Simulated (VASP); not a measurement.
A run of VASP 6.6.1 is set up as follows.

The input INCAR:

```
  PREC = Accurate
  ENCUT = 520
  EDIFF = 1E-8
  ISMEAR = -1
  SIGMA = 0.05
  LREAL = False
  LASPH = True
  NELM = 80
  ALGO = Normal
  ISIF = 2
  LWAVE = False
  LCHARG = False
  GGA = PS
  LEFG = True
  NBANDS = 17
```

KPOINTS

```
regular mesh
0
Gamma
  13 13 7
```

Contents of POSCAR:

```
Hf
1.0
    3.2593948047      0.0000000000      0.0000000000
   -1.6296974024      2.8227187018      0.0000000000
    0.0000000000      0.0000000000      5.1569977332
Hf
2
Direct
    0.3333333333      0.6666666667      0.2500000000
    0.6666666667      0.3333333333      0.7500000000
```

Potentials or basis: VASP PAW PBE potentials, release 64 (Hf_pv).

The run is started by

```console
$ cat potpaw_PBE.64/Hf_pv/POTCAR > POTCAR
$ mpirun -np 1 vasp_std > vasp.out
```

**Question.** What does it give for the pressure?

**Answer.** -9.4 GPa.

**Question.** What does it give for the band gap on the k mesh?

**Answer.** Zero (bands 10 and 11 overlap by 1.55 eV).

Electric field gradients, principal values (V/Å²):
```tsv
atom	least	middle	greatest (by size)
1 Hf	-33.979	-33.980	67.959
2 Hf	-33.979	-33.980	67.959
```

Caveat: the cell stands under tension; without QUAD_EFG the Cq values of the log hold for a quadrupole moment of 1 mb, not for the nuclei; the PAW data sets were made with another functional, which shifts forces and pressure a little; spin-orbit coupling is left out, which moves the levels of the heavy elements.
